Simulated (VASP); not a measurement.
# MgSi2N2 (Immm) in VASP: further runs

MgSi2N2 is run at these levels: PBE; tasks: single point.

Program: VASP 6.6.1. These are calculated values, not measurements. Logs are shortened: lines on timing, memory, paths and dates and some standing lists are left out, and cuts for length are marked.

### 1 The cell of the first run

Symmetry: Immm, No. 71, orthorhombic system. Conventional cell: a = 2.645 Å, b = 5.697 Å, c = 8.592 Å, α = 90.00°, β = 90.00°, γ = 90.00°. Within 2.8 Å of Mg (site symmetry mmm) lie 4 N at 2.14 Å and 2 Mg at 2.65 Å. Within 2.8 Å of Si (site symmetry mm2) lie 4 N at 2.11 Å and 3 Si at 2.31 to 2.65 Å. Within 2.8 Å of N (site symmetry m2m) lie 4 Si at 2.11 Å and 2 Mg at 2.14 Å and 3 N at 2.33 to 2.65 Å.

### 2 Single point, PBE

The input, INCAR:

```
SYSTEM = MgSi2N2
ALGO     = Normal         ! electronic algorithm
EDIFF    = 1E-6           ! SCF threshold, eV
ENCUT    = 520            ! plane-wave cutoff, eV
GGA      = PE             ! functional
ISIF     = 2              ! what is computed and relaxed
ISMEAR   = 0              ! smearing method
LASPH    = .True.         ! aspherical terms in the spheres
LCHARG   = .False.        ! write CHGCAR
LREAL    = .False.        ! projectors in reciprocal space
LWAVE    = .False.        ! write WAVECAR
NBANDS   = 18             ! bands
NELM     = 100            ! most SCF steps
PREC     = Accurate       ! precision mode
SIGMA    = 0.1            ! smearing width, eV
```

The input, KPOINTS:

```
k-points
0
Gamma
  6 6 6
  0 0 0
```

The input, POSCAR:

```
MgSi2N2
1.0
   -1.3226899621      2.8482866918      4.2961181384
    1.3226899621     -2.8482866918      4.2961181384
    1.3226899621      2.8482866918     -4.2961181384
Mg Si N
1 2 2
Direct
    0.0000000000      0.0000000000      0.0000000000
    0.6344532670      0.1344532670      0.5000000000
    0.3655467330      0.8655467330      0.5000000000
    0.7044344352      0.5000000000      0.2044344352
    0.2955655648      0.5000000000      0.7955655648
```

Potentials or basis: VASP PAW PBE potentials, release 64 (Mg, Si, N).

On the command line:

```sh
cat potpaw_PBE.64/Mg/POTCAR potpaw_PBE.64/Si/POTCAR potpaw_PBE.64/N/POTCAR > POTCAR
mpirun -np 1 vasp_std > vasp.out
```

OUTCAR:

```text
SYSTEM = MgSi2N2
   EDIFF = 1E-6
   ENCUT = 520
   GGA = PE
   ISIF = 2
   ISMEAR = 0
   LASPH = .True.
   LREAL = .False.
   NELM = 100
   PREC = Accurate

 ion  position               nearest neighbor table
   1  0.000  0.000  0.000-   5 2.14   4 2.14   5 2.14   4 2.14   2 3.07   3 3.07   2 3.07   3 3.07

   2  0.634  0.134  0.500-   4 2.11   5 2.11   4 2.11   5 2.11   3 2.31   1 3.07   1 3.07
   3  0.366  0.866  0.500-   5 2.11   5 2.11   4 2.11   4 2.11   2 2.31   1 3.07   1 3.07
   4  0.704  0.500  0.204-   2 2.11   3 2.11   2 2.11   3 2.11   1 2.14   1 2.14
   5  0.296  0.500  0.796-   3 2.11   2 2.11   2 2.11   3 2.11   1 2.14   1 2.14

  LATTYP: Found a body centered orthorhombic cell.
 ALAT       =     2.6453799242
 B/A-ratio  =     2.1534046325
 C/A-ratio  =     3.2480159837

  Lattice vectors:

 A1 = (  -1.3226899621,   2.8482866918,   4.2961181384)
 A2 = (   1.3226899621,  -2.8482866918,   4.2961181384)
 A3 = (   1.3226899621,   2.8482866918,  -4.2961181384)

Analysis of symmetry for initial positions (statically):
=====================================================================
 Subroutine PRICEL returns:
 Original cell was already a primitive cell.

 Routine SETGRP: Setting up the symmetry group for a
 body centered orthorhombic supercell.

 Subroutine GETGRP returns: Found  8 space group operations
 (whereof  8 operations were pure point group operations)
 out of a pool of  8 trial point group operations.

The static configuration has the point symmetry D_2h.

Analysis of symmetry for dynamics (positions and initial velocities):
=====================================================================
 Subroutine PRICEL returns:
 Original cell was already a primitive cell.

 Routine SETGRP: Setting up the symmetry group for a
 body centered orthorhombic supercell.

 Subroutine GETGRP returns: Found  8 space group operations
 (whereof  8 operations were pure point group operations)
 out of a pool of  8 trial point group operations.

The dynamic configuration has the point symmetry D_2h.

 Subroutine INISYM returns: Found  8 space group operations
 (whereof  8 operations are pure point group operations),
 and found     1 'primitive' translations

----------------------------------------------------------------------------------------

                                     Primitive cell

  volume of cell :      64.7408

  direct lattice vectors                    reciprocal lattice vectors
    -1.322689962  2.848286692  4.296118138     0.000000000  0.175544127  0.116384137
     1.322689962 -2.848286692  4.296118138     0.378017536  0.000000000  0.116384137
     1.322689962  2.848286692 -4.296118138     0.378017536  0.175544127  0.000000000

  length of vectors
     5.321548353  5.321548353  5.321548353     0.210620530  0.395528159  0.416788913

  position of ions in fractional coordinates (direct lattice)
     0.000000000  0.000000000  0.000000000
     0.634453267  0.134453267  0.500000000
     0.365546733  0.865546733  0.500000000
     0.704434435  0.500000000  0.204434435
     0.295565565  0.500000000  0.795565565

  ion indices of the primitive-cell ions
   primitive index   ion index
                 1           1
                 2           2
                 3           3
                 4           4
                 5           5

----------------------------------------------------------------------------------------

 KPOINTS: k-points

Automatic generation of k-mesh.
 Grid dimensions read from file:
 generate k-points for:    6    6    6

 Generating k-lattice:

  Cartesian coordinates                     Fractional coordinates (reciprocal lattice)
     0.000000000  0.029257354  0.019397356     0.166666667  0.000000000  0.000000000
     0.063002923  0.000000000  0.019397356     0.000000000  0.166666667  0.000000000
     0.063002923  0.029257354  0.000000000     0.000000000  0.000000000  0.166666667

  Length of vectors
     0.035103422  0.065921360  0.069464819

  Shift w.r.t. Gamma in fractional coordinates (k-lattice)
     0.000000000  0.000000000  0.000000000

 Subroutine IBZKPT returns following result:
 ===========================================

 Found     46 irreducible k-points:

 Following reciprocal coordinates:
            Coordinates               Weight
  0.000000  0.000000  0.000000      1.000000
  0.166667  0.000000  0.000000      4.000000
  0.333333  0.000000  0.000000      4.000000
  0.500000 -0.000000  0.000000      2.000000
  0.000000  0.166667 -0.000000      4.000000
  0.166667  0.166667 -0.000000      8.000000
[... 16 lines left out ...]
 -0.166667  0.166667  0.166667      2.000000
  0.166667  0.333333  0.166667      4.000000
 [... further k-points ...]
   k-points           NKPTS =     46   k-points in BZ     NKDIM =     46   number of bands    NBANDS=     18
   number of dos      NEDOS =    301   number of ions     NIONS =      5
   total plane-waves  NPLWV =  64000
   dimension x,y,z NGX =    40 NGY =   40 NGZ =   40
   dimension x,y,z NGXF=    80 NGYF=   80 NGZF=   80
   ions per type =               1   2   2
   NGX,Y,Z   is equivalent  to a cutoff of  12.50, 12.50, 12.50 a.u.
   NGXF,Y,Z  is equivalent  to a cutoff of  24.99, 24.99, 24.99 a.u.
 SYSTEM =  MgSi2N2
   PREC   = accura    normal or accurate (medium, high low for compatibility)
   ISTART =      0    job   : 0-new  1-cont  2-samecut
   ICHARG =      2    charge: 1-file 2-atom 10-const
   ISPIN  =      1    spin polarized calculation?
   LNONCOLLINEAR =      F non collinear calculations
   LSORBIT =      F    spin-orbit coupling
   LASPH  =      T    aspherical Exc in radial PAW
   ENCUT  =  520.0 eV  38.22 Ry    6.18 a.u.   9.89  9.89  9.89*2*pi/ulx,y,z
   NELM   =    100;   NELMIN=  2; NELMDL= -5     # of ELM steps
   EDIFF  = 0.1E-05   stopping-criterion for ELM
   LREAL  =      F    real-space projection
   EDIFFG = 0.1E-04   stopping-criterion for IOM
   NSW    =      0    number of steps for IOM
   IBRION =     -1    ionic relax: 0-MD 1-quasi-New 2-CG
   NFREE  =      0    steps in history (QN), initial steepest desc. (CG)
   ISIF   =      2    stress and relaxation
   ISYM   =      2    0-nonsym 1-usesym 2-fastsym
   POTIM  = 0.5000    time-step for ionic-motion
   TEBEG  =    0.0;   TEEND  =   0.0 temperature during run
   PSTRESS=    0.0 pullay stress
   NELECT =      20.0000    total number of electrons
   NUPDOWN=      -1.0000    fix difference up-down
   EMIN   =  10.00;   EMAX   =-10.00  energy-range for DOS
   EFERMI =   0.00;   METHOD = LEGACY
   ISMEAR =     0;   SIGMA  =   0.10  broadening in eV -4-tet -1-fermi 0-gaus
   EFERMI_NEDOS =   21; number of points for ismear=-14 and -15
   IALGO  =     38    algorithm
   IMIX   =      4    mixing-type and parameters
     AMIX     =   0.40;   BMIX     =  1.00
     AMIX_MAG =   1.60;   BMIX_MAG =  1.00
  volume/ion in A,a.u.               =      12.95        87.38
  Fermi-wavevector in a.u.,A,eV,Ry     =   1.106689  2.091339 16.663872  1.224760
  Thomas-Fermi vector in A             =   2.243193
   LORBIT       =      0    0 simple, 1 ext, 2 COOP (PROOUT), +10 PAW based schemes
   GGA     = PE    functional components
   LHFCALC =     F    Hartree Fock is set to
   AEXX    =    0.0000 exact exchange contribution
   IVDW    =     0    specifies the selected vdW correction
   LEPSILON=     F    determine dielectric tensor
   LRPA    =     F    only Hartree local field effects (RPA)
 non-spin polarized calculation
 Gauss-broadening in eV      SIGMA  =   0.10
  energy-cutoff  :      520.00
  volume of cell :       64.74
 maximum number of plane-waves:      1762
   NGX = 19   NGY = 19   NGZ = 19

 number of electron      20.0000001 magnetization

 Free energy of the ion-electron system (eV)
  ---------------------------------------------------
  ext. energy  EPLUGINS =         0.00000000
  ---------------------------------------------------
  free energy    TOTEN  =       -27.65459303 eV

  energy without entropy =      -27.65343669  energy(sigma->0) =      -27.65401486

 E-fermi :   6.3292     XC(G=0): -10.3355

 val. band max:        6.2334415401   @ k =   0.3333   0.3333   0.1667
 cond. band min:       6.4147717523   @ k =   0.3333   0.3333   0.1667
 fundamental gap:      0.1813302122
 Fermi energy:         6.3291660604

 k-point     1 :       0.0000    0.0000    0.0000
  band No.  band energies     occupation
      1     -11.6372      2.00000
      2      -8.3632      2.00000
      3      -2.1915      2.00000
      4      -1.5736      2.00000
      5       0.4510      2.00000
      6       0.9419      2.00000
[... 10 lines left out ...]
     17      15.1269      0.00000
     18      15.4571      0.00000

 k-point     2 :       0.1667    0.0000    0.0000
  band No.  band energies     occupation
      1     -11.6021      2.00000
      2      -8.4450      2.00000
      3      -2.4233      2.00000
      4      -1.3602      2.00000
      5       0.5247      2.00000
      6       1.1705      2.00000
[... 10 lines left out ...]
     17      15.5479      0.00000
     18      15.6721      0.00000

 k-point     3 :       0.3333    0.0000    0.0000
  band No.  band energies     occupation
      1     -11.5277      2.00000
      2      -8.6095      2.00000
      3      -2.7541      2.00000
      4      -0.9463      2.00000
      5       0.4113      2.00000
      6       2.0426      2.00000
[... 10 lines left out ...]
     17      15.7597      0.00000
     18      16.0531      0.00000

 k-point     4 :       0.5000   -0.0000    0.0000
  band No.  band energies     occupation
      1     -11.4880      2.00000
      2      -8.6926      2.00000
      3      -2.8863      2.00000
      4      -0.7483      2.00000
      5       0.4411      2.00000
      6       2.4245      2.00000
[... 375 lines left out ...]
      4      -0.8815      2.00000
      5       0.9179      2.00000
      6       0.9624      2.00000
[... 10 lines left out ...]
     17      12.8834      0.00000
     18      14.2116      0.00000

 k-point    23 :      -0.1667    0.1667    0.1667
  band No.  band energies     occupation
      1      -9.9754      2.00000
      2      -7.1655      2.00000
      3      -2.4454      2.00000
      4      -0.2862      2.00000
      5       0.0826      2.00000
      6       1.1328      2.00000
[... 10 lines left out ...]
     17      13.3969      0.00000
     18      15.6826      0.00000

 k-point    24 :       0.1667    0.3333    0.1667
  band No.  band energies     occupation
      1      -8.9139      2.00000
      2      -6.6961      2.00000
      3      -4.1467      2.00000
      4      -0.4194      2.00000
      5       0.6810      2.00000
      6       1.1166      2.00000
[... 10 lines left out ...]
     17      13.5869      0.00000
     18      14.8479      0.00000

 [... further k-points ...]
[... 5 lines left out ...]
  --------------------------------------------------------------------------------------
  -------------------------------------------------------------------------------------
  Total        0.0069175     -0.1079690     -0.0135006      0.0000000      0.0000000      0.0000000
  in kB        0.1711916     -2.6719704     -0.3341078      0.0000000      0.0000000      0.0000000
  external PRESSURE =      -0.9449622 kB  Pullay stress =       0.0000000 kB

 VOLUME and BASIS-vectors are now :
 -----------------------------------------------------------------------------
  energy-cutoff  :      520.00
  volume of cell :       64.74
      direct lattice vectors                 reciprocal lattice vectors
    -1.322689962  2.848286692  4.296118138     0.000000000  0.175544127  0.116384137
     1.322689962 -2.848286692  4.296118138     0.378017536  0.000000000  0.116384137
     1.322689962  2.848286692 -4.296118138     0.378017536  0.175544127  0.000000000

 POSITION                                       TOTAL-FORCE (eV/Angst)
 -----------------------------------------------------------------------------------
      0.00000      0.00000      0.00000         0.000000     -0.000000     -0.000000
      0.00000      2.84829      1.15525         0.000000     -0.000000     -0.018373
      1.32269      0.00000      3.14086        -0.000000     -0.000000      0.018373
     -0.00000      1.16458      4.29612        -0.000000      0.023090     -0.000000
      1.32269      1.68371      0.00000         0.000000     -0.023090     -0.000000
 -----------------------------------------------------------------------------------
    total drift:                                0.000000      0.000000      0.000000

  FREE ENERGIE OF THE ION-ELECTRON SYSTEM (eV)
  ---------------------------------------------------
  free  energy   TOTEN  =       -27.6545930309 eV

  energy  without entropy=      -27.6534366864  energy(sigma->0) =      -27.65401486
```

It took 68 s on 1 thread of AMD EPYC 9R45 (Zen 5), shared host; peak memory 0.22 GiB.

What came out:

| Quantity | Value |
| --- | --- |
| Free energy | -27.6546 eV |
| Pressure | -0.1 GPa |
| Largest force | 0.023 eV/Å |
| Band gap on the k mesh | 0.18 eV, direct |

Forces in eV/Å, atoms in the order of the input:
```
Mg   0.000  0.000  0.000
Si   0.000  0.000 -0.018
Si   0.000  0.000  0.018
N    0.000  0.023  0.000
N    0.000 -0.023  0.000
```

Caveat: the k points lie up to 0.44 Å⁻¹ apart.

(Part 1 of 2 ends here.)
